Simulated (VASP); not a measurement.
Input of a VASP 6.6.1 run:

The input INCAR:

```
SYSTEM = Co
  PREC = Accurate
  ENCUT = 520
  EDIFF = 1E-6
  ISMEAR = 0
  SIGMA = 0.15
  LREAL = .False.
  LASPH = .True.
  NELM = 150
  ALGO = Normal
  ISIF = 2
  LWAVE = .False.
  LCHARG = .True.
  ISPIN = 2
  MAGMOM = 2.05
  LORBIT = 11
  LMAXMIX = 4
  GGA = PS
  LELF = .True.
  LVHAR = .True.
  NBANDS = 14
```

The input KPOINTS:

```
regular mesh
0
Gamma
  24 24 24
  0 0 0
```

POSCAR

```
Co
1.0
   -1.3322040000      1.3322040000      1.4023200000
    1.3322040000     -1.3322040000      1.4023200000
    1.3322040000      1.3322040000     -1.4023200000
Co
1
Direct
    0.0000000000      0.0000000000      0.0000000000
```

Potentials or basis: VASP PAW PBE potentials, release 64 (Co).

Command:

```console
$ cat potpaw_PBE.64/Co/POTCAR > POTCAR
$ mpirun -np 1 vasp_std > vasp.out
```

(1) Estimate the net moment.

(2) What does it give for the site moments?

Answers

(1) 1.65 μB per cell.

(2) Co +1.65 μB.

Caveat: the cell differs from its parent crystal (strain -0.050 along x and y, +0.000 along z).
